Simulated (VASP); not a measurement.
# CdS (I-4m2) in VASP: a series of runs, part 2 of 2

VASP 6.6.1. The steps go on from the part before.

## 4. Single point, r2SCAN (strain +0.040 along x and y, -0.080 along z)

The input, POSCAR:

```
CdS
1.0
    0.0000000000      3.0264000000      2.6772000000
    3.0264000000      0.0000000000      2.6772000000
    3.0264000000      3.0264000000      0.0000000000
Cd S
1 1
Direct
    0.0000000000      0.0000000000      0.0000000000
    0.7500000000      0.7500000000      0.7500000000
```

The input, INCAR.step1:

```
ALGO = Normal ; EDIFF = 1E-4
ENCUT = 520 ; GGA = PE
ISMEAR = 0 ; LASPH = T
LCHARG = F ; LREAL = F
LWAVE = T ; NBANDS = 16
NELM = 80 ; PREC = Accurate
SIGMA = 0.05
```

The input, INCAR.step2:

```
ALGO = Normal ; EDIFF = 1E-6
ENCUT = 520 ; ISIF = 2
ISMEAR = 0 ; ISTART = 1
LASPH = T ; LCHARG = T
LELF = T ; LMIXTAU = T
LREAL = F ; LVHAR = T
LWAVE = F ; METAGGA = R2SCAN
NBANDS = 16 ; NELM = 80
PREC = Accurate ; SIGMA = 0.05
```

The input, KPOINTS:

```
k-points
0
Gamma
  8 8 8
```

Potentials or basis: VASP PAW PBE potentials, release 64 (Cd, S).

Started as:

```sh
$ cat potpaw_PBE.64/Cd/POTCAR potpaw_PBE.64/S/POTCAR > POTCAR
$ cp INCAR.step1 INCAR
$ mpirun -np 1 vasp_std > vasp.out
$ cp INCAR.step2 INCAR
$ mpirun -np 1 vasp_std > vasp.out
```

OUTCAR:

```text
EDIFF = 1E-6
   ENCUT = 520
   ISIF = 2
   ISMEAR = 0
   ISTART = 1
   LASPH = T
   LREAL = F
   METAGGA = R2SCAN
   NELM = 80
   PREC = Accurate

 ion  position               nearest neighbor table
   1  0.000  0.000  0.000-   2 2.52   2 2.52   2 2.52   2 2.52
   2  0.750  0.750  0.750-   1 2.52   1 2.52   1 2.52   1 2.52

  LATTYP: Found a body centered tetragonal cell.
 ALAT       =     4.2799759252
 C/A-ratio  =     1.2510350744

  Lattice vectors:

 A1 = (   0.0000000000,  -3.0264000000,  -2.6772000000)
 A2 = (   0.0000000000,   3.0264000000,  -2.6772000000)
 A3 = (   3.0264000000,   0.0000000000,   2.6772000000)

Analysis of symmetry for initial positions (statically):
=====================================================================
 Subroutine PRICEL returns:
 Original cell was already a primitive cell.

 Routine SETGRP: Setting up the symmetry group for a
 body centered tetragonal supercell.

 Subroutine GETGRP returns: Found  8 space group operations
 (whereof  8 operations were pure point group operations)
 out of a pool of 16 trial point group operations.

The static configuration has the point symmetry D_2d.

Analysis of symmetry for dynamics (positions and initial velocities):
=====================================================================
 Subroutine PRICEL returns:
 Original cell was already a primitive cell.

 Routine SETGRP: Setting up the symmetry group for a
 body centered tetragonal supercell.

 Subroutine GETGRP returns: Found  8 space group operations
 (whereof  8 operations were pure point group operations)
 out of a pool of 16 trial point group operations.

The dynamic configuration has the point symmetry D_2d.

 Subroutine INISYM returns: Found  8 space group operations
 (whereof  8 operations are pure point group operations),
 and found     1 'primitive' translations

----------------------------------------------------------------------------------------

                                     Primitive cell

  volume of cell :      49.0415

  direct lattice vectors                    reciprocal lattice vectors
     0.000000000  3.026400000  2.677200000    -0.165212794  0.165212794  0.186762289
     3.026400000  0.000000000  2.677200000     0.165212794 -0.165212794  0.186762289
     3.026400000  3.026400000  0.000000000     0.165212794  0.165212794 -0.186762289

  length of vectors
     4.040605994  4.040605994  4.279975925     0.299116511  0.299116511  0.299116511

  position of ions in fractional coordinates (direct lattice)
     0.000000000  0.000000000  0.000000000
     0.750000000  0.750000000  0.750000000

  ion indices of the primitive-cell ions
   primitive index   ion index
                 1           1
                 2           2

----------------------------------------------------------------------------------------

 KPOINTS: k-points

Automatic generation of k-mesh.
 Grid dimensions read from file:
 generate k-points for:    8    8    8

 Generating k-lattice:

  Cartesian coordinates                     Fractional coordinates (reciprocal lattice)
    -0.020651599  0.020651599  0.023345286     0.125000000  0.000000000  0.000000000
     0.020651599 -0.020651599  0.023345286     0.000000000  0.125000000  0.000000000
     0.020651599  0.020651599 -0.023345286     0.000000000  0.000000000  0.125000000

  Length of vectors
     0.037389564  0.037389564  0.037389564

  Shift w.r.t. Gamma in fractional coordinates (k-lattice)
     0.000000000  0.000000000  0.000000000

 Subroutine IBZKPT returns following result:
 ===========================================

 Found     59 irreducible k-points:

 Following reciprocal coordinates:
            Coordinates               Weight
  0.000000  0.000000  0.000000      1.000000
  0.125000  0.000000  0.000000      8.000000
  0.250000  0.000000  0.000000      8.000000
  0.375000 -0.000000  0.000000      8.000000
  0.500000  0.000000  0.000000      4.000000
  0.125000  0.125000  0.000000      2.000000
[... 16 lines left out ...]
  0.250000 -0.000000  0.125000     16.000000
  0.375000 -0.000000  0.125000     16.000000
 [... further k-points ...]
   k-points           NKPTS =     59   k-points in BZ     NKDIM =     59   number of bands    NBANDS=     16
   number of dos      NEDOS =    301   number of ions     NIONS =      2
   total plane-waves  NPLWV =  28800
   dimension x,y,z NGX =    30 NGY =   30 NGZ =   32
   dimension x,y,z NGXF=    60 NGYF=   60 NGZF=   64
   ions per type =               1   1
   NGX,Y,Z   is equivalent  to a cutoff of  12.34, 12.34, 12.43 a.u.
   NGXF,Y,Z  is equivalent  to a cutoff of  24.69, 24.69, 24.86 a.u.
 SYSTEM =  unknown system
   PREC   = accura    normal or accurate (medium, high low for compatibility)
   ISTART =      1    job   : 0-new  1-cont  2-samecut
   ICHARG =      0    charge: 1-file 2-atom 10-const
   ISPIN  =      1    spin polarized calculation?
   LNONCOLLINEAR =      F non collinear calculations
   LSORBIT =      F    spin-orbit coupling
   LASPH  =      T    aspherical Exc in radial PAW
   ENCUT  =  520.0 eV  38.22 Ry    6.18 a.u.   7.51  7.51  7.96*2*pi/ulx,y,z
   NELM   =     80;   NELMIN=  2; NELMDL=  0     # of ELM steps
   EDIFF  = 0.1E-05   stopping-criterion for ELM
   LREAL  =      F    real-space projection
   EDIFFG = 0.1E-04   stopping-criterion for IOM
   NSW    =      0    number of steps for IOM
   IBRION =     -1    ionic relax: 0-MD 1-quasi-New 2-CG
   NFREE  =      0    steps in history (QN), initial steepest desc. (CG)
   ISIF   =      2    stress and relaxation
   ISYM   =      2    0-nonsym 1-usesym 2-fastsym
   POTIM  = 0.5000    time-step for ionic-motion
   TEBEG  =    0.0;   TEEND  =   0.0 temperature during run
   PSTRESS=    0.0 pullay stress
   NELECT =      18.0000    total number of electrons
   NUPDOWN=      -1.0000    fix difference up-down
   EMIN   =  10.00;   EMAX   =-10.00  energy-range for DOS
   EFERMI =   0.00;   METHOD = LEGACY
   ISMEAR =     0;   SIGMA  =   0.05  broadening in eV -4-tet -1-fermi 0-gaus
   EFERMI_NEDOS =   21; number of points for ismear=-14 and -15
   IALGO  =     38    algorithm
   IMIX   =      4    mixing-type and parameters
     AMIX     =   0.40;   BMIX     =  1.00
     AMIX_MAG =   1.60;   BMIX_MAG =  1.00
  volume/ion in A,a.u.               =      24.52       165.47
  Fermi-wavevector in a.u.,A,eV,Ry     =   1.172136  2.215015 18.693069  1.373902
  Thomas-Fermi vector in A             =   2.308569
   LORBIT       =      0    0 simple, 1 ext, 2 COOP (PROOUT), +10 PAW based schemes
   METAGGA = R2SCAN    functional components
   LHFCALC =     F    Hartree Fock is set to
   AEXX    =    0.0000 exact exchange contribution
   IVDW    =     0    specifies the selected vdW correction
   LEPSILON=     F    determine dielectric tensor
   LRPA    =     F    only Hartree local field effects (RPA)
 non-spin polarized calculation
 Gauss-broadening in eV      SIGMA  =   0.05
  energy-cutoff  :      520.00
  volume of cell :       49.04
 maximum number of plane-waves:      1337
   NGX = 15   NGY = 15   NGZ = 15

 number of electron      18.0000003 magnetization

 Free energy of the ion-electron system (eV)
  ---------------------------------------------------
  ext. energy  EPLUGINS =         0.00000000
  ---------------------------------------------------
  free energy    TOTEN  =       -29.65163526 eV

  energy without entropy =      -29.65163526  energy(sigma->0) =      -29.65163526

 E-fermi :   1.5864     XC(G=0):  -9.8012

 val. band max:        1.3189957071   @ k =   0.0000   0.0000   0.0000
 cond. band min:       2.7359954415   @ k =   0.0000   0.0000   0.0000
 fundamental gap:      1.4169997343
 Fermi energy:         1.5863526900

 k-point     1 :       0.0000    0.0000    0.0000
  band No.  band energies     occupation
      1     -11.7728      2.00000
      2      -6.8641      2.00000
      3      -6.8641      2.00000
      4      -6.8024      2.00000
      5      -6.3619      2.00000
      6      -6.3142      2.00000
[... 8 lines left out ...]
     15      12.9800      0.00000
     16      13.6212      0.00000
[... 419 lines left out ...]
 k-point    24 :       0.3750   -0.0000    0.1250
  band No.  band energies     occupation
      1     -11.4048      2.00000
      2      -6.7579      2.00000
      3      -6.6675      2.00000
      4      -6.4048      2.00000
      5      -6.3410      2.00000
      6      -6.2440      2.00000
[... 8 lines left out ...]
     15      13.2184      0.00000
     16      14.4269      0.00000

 [... further k-points ...]

------------------------ aborting loop because EDIFF is reached ----------------------------------------

  FORCE on cell =-STRESS in cart. coord.  units (eV):
  Direction    XX          YY          ZZ          XY          YZ          ZX
  --------------------------------------------------------------------------------------
  -------------------------------------------------------------------------------------
  Total        0.5158533      0.5158533      0.9225489      0.0000000      0.0000000      0.0000000
  in kB       16.8528484     16.8528484     30.1395337      0.0000000      0.0000000      0.0000000
  external PRESSURE =      21.2817435 kB  Pullay stress =       0.0000000 kB

 VOLUME and BASIS-vectors are now :
 -----------------------------------------------------------------------------
  energy-cutoff  :      520.00
  volume of cell :       49.04
      direct lattice vectors                 reciprocal lattice vectors
     0.000000000  3.026400000  2.677200000    -0.165212794  0.165212794  0.186762289
     3.026400000  0.000000000  2.677200000     0.165212794 -0.165212794  0.186762289
     3.026400000  3.026400000  0.000000000     0.165212794  0.165212794 -0.186762289

 POSITION                                       TOTAL-FORCE (eV/Angst)
 -----------------------------------------------------------------------------------
      0.00000      0.00000      0.00000        -0.000000      0.000000      0.000000
      4.53960      4.53960      4.01580         0.000000     -0.000000      0.000000
 -----------------------------------------------------------------------------------
    total drift:                                0.000023      0.000023      0.000013

  FREE ENERGIE OF THE ION-ELECTRON SYSTEM (eV)
  ---------------------------------------------------
  free  energy   TOTEN  =       -29.6516352610 eV

  energy  without entropy=      -29.6516352610  energy(sigma->0) =      -29.65163526
```

Wall time 6 min (1 thread of Intel Xeon 8259CL, shared host); peak memory 0.2 GiB.

Results:

```yaml
Free_energy: -29.6516 eV
Pressure: 2.1 GPa
Band_gap_on_the_k_mesh: 1.42 eV
```

Caveat: the cell differs from its parent crystal (strain +0.040 along x and y, -0.080 along z); the PAW data sets were made with another functional, which shifts forces and pressure a little.

## 5. Single point, r2SCAN (strain +0.040 along x and y, -0.040 along z)

The input, POSCAR:

```
CdS
1.0
    0.0000000000      3.0264000000      2.7936000000
    3.0264000000      0.0000000000      2.7936000000
    3.0264000000      3.0264000000      0.0000000000
Cd S
1 1
Direct
    0.0000000000      0.0000000000      0.0000000000
    0.7500000000      0.7500000000      0.7500000000
```

The input, INCAR.step1:

```
PREC = Accurate
ENCUT = 520
ISMEAR = 0
SIGMA = 0.05
LREAL = False
LASPH = True
NELM = 100
NBANDS = 16
GGA = PE
ALGO = Normal
EDIFF = 1E-4
LWAVE = True
LCHARG = False
```

The input, INCAR.step2:

```
PREC = Accurate
ENCUT = 520
EDIFF = 1E-6
ISMEAR = 0
SIGMA = 0.05
LREAL = False
LASPH = True
NELM = 100
ALGO = Normal
ISIF = 2
LWAVE = False
LCHARG = False
METAGGA = R2SCAN
LMIXTAU = True
NBANDS = 16
ISTART = 1
```

The input, KPOINTS:

```
Automatic mesh
0
Gamma
  8 8 8
```

Potentials or basis: VASP PAW PBE potentials, release 64 (Cd, S).

Started as:

```sh
$ cat potpaw_PBE.64/Cd/POTCAR potpaw_PBE.64/S/POTCAR > POTCAR
$ cp INCAR.step1 INCAR
$ mpirun -np 1 vasp_std > vasp.out
$ cp INCAR.step2 INCAR
$ mpirun -np 1 vasp_std > vasp.out
```

OUTCAR:

```text
PREC = Accurate
   ENCUT = 520
   EDIFF = 1E-6
   ISMEAR = 0
   LREAL = False
   LASPH = True
   NELM = 100
   ISIF = 2
   METAGGA = R2SCAN
   ISTART = 1

 ion  position               nearest neighbor table
   1  0.000  0.000  0.000-   2 2.56   2 2.56   2 2.56   2 2.56
   2  0.750  0.750  0.750-   1 2.56   1 2.56   1 2.56   1 2.56

  LATTYP: Found a body centered tetragonal cell.
 ALAT       =     4.2799759252
 C/A-ratio  =     1.3054279037

  Lattice vectors:

 A1 = (   0.0000000000,  -3.0264000000,  -2.7936000000)
 A2 = (   0.0000000000,   3.0264000000,  -2.7936000000)
 A3 = (   3.0264000000,   0.0000000000,   2.7936000000)

Analysis of symmetry for initial positions (statically):
=====================================================================
 Subroutine PRICEL returns:
 Original cell was already a primitive cell.

 Routine SETGRP: Setting up the symmetry group for a
 body centered tetragonal supercell.

 Subroutine GETGRP returns: Found  8 space group operations
 (whereof  8 operations were pure point group operations)
 out of a pool of 16 trial point group operations.

The static configuration has the point symmetry D_2d.

[... 161 lines left out ...]

 val. band max:        0.9134834888   @ k =   0.0000   0.0000   0.0000
 cond. band min:       2.2918869705   @ k =   0.0000   0.0000   0.0000
 fundamental gap:      1.3784034817
 Fermi energy:         1.1641274652

 k-point     1 :       0.0000    0.0000    0.0000
  band No.  band energies     occupation
      1     -11.8846      2.00000
      2      -7.0807      2.00000
      3      -7.0807      2.00000
      4      -7.0392      2.00000
      5      -6.6193      2.00000
      6      -6.5951      2.00000
[... 433 lines left out ...]
      3      -6.9150      2.00000
      4      -6.6588      2.00000
      5      -6.5943      2.00000
      6      -6.5224      2.00000
[... 8 lines left out ...]
     15      12.9302      0.00000
     16      13.7134      0.00000

 [... further k-points ...]

------------------------ aborting loop because EDIFF is reached ----------------------------------------

  FORCE on cell =-STRESS in cart. coord.  units (eV):
  Direction    XX          YY          ZZ          XY          YZ          ZX
  --------------------------------------------------------------------------------------
  -------------------------------------------------------------------------------------
  Total       -0.2469334     -0.2469334      0.1481261      0.0000000     -0.0000000      0.0000000
  in kB       -7.7311410     -7.7311410      4.6376217      0.0000000     -0.0000000      0.0000000
  external PRESSURE =      -3.6082201 kB  Pullay stress =       0.0000000 kB

 VOLUME and BASIS-vectors are now :
 -----------------------------------------------------------------------------
  energy-cutoff  :      520.00
  volume of cell :       51.17
      direct lattice vectors                 reciprocal lattice vectors
     0.000000000  3.026400000  2.793600000    -0.165212794  0.165212794  0.178980527
     3.026400000  0.000000000  2.793600000     0.165212794 -0.165212794  0.178980527
     3.026400000  3.026400000  0.000000000     0.165212794  0.165212794 -0.178980527

 POSITION                                       TOTAL-FORCE (eV/Angst)
 -----------------------------------------------------------------------------------
      0.00000      0.00000      0.00000        -0.000000     -0.000000      0.000000
      4.53960      4.53960      4.19040         0.000000      0.000000     -0.000000
 -----------------------------------------------------------------------------------
    total drift:                                0.000008      0.000008     -0.000001

  FREE ENERGIE OF THE ION-ELECTRON SYSTEM (eV)
  ---------------------------------------------------
  free  energy   TOTEN  =       -29.6749215242 eV

  energy  without entropy=      -29.6749215242  energy(sigma->0) =      -29.67492152
```

OUTCAR.step1:

```text
PREC = Accurate
   ENCUT = 520
   ISMEAR = 0
   LREAL = False
   LASPH = True
[... 678 lines left out ...]
      0.00000      0.00000      0.00000        -0.000000      0.000000      0.000000
      4.53960      4.53960      4.19040         0.000000     -0.000000     -0.000000
 -----------------------------------------------------------------------------------
    total drift:                                0.000001      0.000001      0.000001

  FREE ENERGIE OF THE ION-ELECTRON SYSTEM (eV)
  ---------------------------------------------------
  free  energy   TOTEN  =        -6.1318377348 eV

  energy  without entropy=       -6.1318377348  energy(sigma->0) =       -6.13183773
```

Wall time 3.8 min (1 thread of Intel Xeon 8259CL, shared host); peak memory 0.21 GiB.

What came out:

| Quantity | Value |
| --- | --- |
| Free energy | -29.6749 eV |
| Pressure | -0.4 GPa |
| Band gap on the k mesh | 1.38 eV |

Caveat: the cell differs from its parent crystal (strain +0.040 along x and y, -0.040 along z); the PAW data sets were made with another functional, which shifts forces and pressure a little.

## 6. The runs side by side

| cell | gap on the mesh (eV) | pressure (GPa) |
| --- | --- | --- |
| a = 4.034, b = 4.034, c = 4.115 Å, angles 59.3, 59.3, 61.3°, 2 atoms | 1.62 | 5.4 |
| a = 4.205, b = 4.205, c = 3.951 Å, angles 62.0, 62.0, 56.0°, 2 atoms | 1.45 | 2.2 |
| a = 4.041, b = 4.041, c = 4.280 Å, angles 58.0, 58.0, 64.0°, 2 atoms | 1.42 | 2.1 |
| a = 4.119, b = 4.119, c = 4.280 Å, angles 58.7, 58.7, 62.6°, 2 atoms | 1.38 | -0.4 |

Alike in all rows: task single point; level r2SCAN; potentials or basis VASP PAW PBE potentials, release 64 (Cd, S); no spin polarisation; k mesh 8 × 8 × 8; cutoff (eV) 520; smearing gaussian 0.05 eV.

Caveats: the PAW data sets were made with another functional, which shifts forces and pressure a little; the cell stands under pressure (at least some runs).

Absolute energies hang on the potentials; compare differences alone.
